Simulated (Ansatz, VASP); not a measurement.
# Cd: VASP beside Ansatz

```
CELL_PARAMETERS angstrom
2.43983 0.00000 0.00000
-1.21992 2.11296 0.00000
0.00000 0.00000 3.95418
ATOMIC_POSITIONS crystal
Cd 0.33333 0.66667 0.25000
Cd 0.66667 0.33333 0.75000
```

Change from the starting cell: volume scaled by 0.45, LAPW.

Alike in both runs: task single point; functional PBE; k mesh 15 × 15 × 8; occupations fermi-dirac, width 0.08 eV; no spin polarisation.

```csv
,VASP,Ansatz
version,VASP 6.6.1,Ansatz 0.2.0
potentials or method,"VASP PAW PBE potentials, release 64 (Cd), cutoff 520 eV","all-electron LAPW, scalar-relativistic"
```

```tsv
	VASP	Ansatz	Ansatz less VASP
pressure (GPa)	342.4	327.5	-14.86
traceless stress, the component that is largest in VASP (GPa)	0.26	-0.27	-0.534
```

Both programs put the cell under a high pressure, so it lies far from rest at this level. Ansatz ran all-electron here, and VASP with PAW potentials.

Noted on VASP's run: the cell as given lies far from equilibrium.
